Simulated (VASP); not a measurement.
# BP: G0W0 quasiparticle levels with PBE

BP:

```
CELL_PARAMETERS angstrom
0.00000 2.26900 2.26900
2.26900 0.00000 2.26900
2.26900 2.26900 0.00000
ATOMIC_POSITIONS crystal
B 0.00000 0.00000 0.00000
P 0.25000 0.25000 0.25000
```

| Quantity | Value |
| --- | --- |
| Program | VASP 6.6.1 |
| Task | G0W0 quasiparticle levels |
| Functional | PBE |
| Potentials or basis | VASP PAW PBE potentials, release 64 (B_GW, P_GW) |
| Cutoff | 500 eV |
| k mesh | 2 × 2 × 2 |
| Occupations | gaussian, width 0.01 eV |
| Spin | no spin polarisation |
| Dipole correction | no |
| GW scheme | G0W0 |
| GW iterations | 1 |
| Cutoff of the response function | 143.3 |
| Frequency points | 48 |
| Empty bands | 163 |
| Further INCAR settings | ALGO = EVGW0; EDIFF = 1e-08; NBANDS = 167 |

- Band gap on the k mesh, mean-field level: 1.15 eV, indirect (least direct gap 3.26 eV)
- Quasiparticle gap: 1.70 eV
- Least direct quasiparticle gap: 4.10 eV

Levels at points of the mesh, in eV from the valence-band top:
| k point | band 1 | band 2 | band 3 | band 4 | band 5 | band 6 | band 7 | band 8 |
| --- | --- | --- | --- | --- | --- | --- | --- | --- |
| (0.00, 0.00, 0.00) | -15.58 | 0.00 | 0.00 | 0.00 | 3.26 | 3.26 | 3.26 | 7.39 |
| (0.50, 0.00, 0.00) | -12.23 | -9.15 | -1.79 | -1.79 | 3.70 | 4.54 | 4.54 | 10.01 |
| (0.50, 0.50, 0.00) | -10.70 | -8.66 | -4.20 | -4.20 | 1.15 | 1.50 | 12.05 | 12.05 |

Wall time 10 s on 1 thread of Intel Xeon 6975P-C, with other jobs on the host, peak memory 0.17 GiB.

Caveat: the k points lie up to 1.20 Å⁻¹ apart; bands, screening cutoff and mesh are small and nothing is extrapolated, so the quasiparticle values aren't converged. A k mesh can miss the band edges.
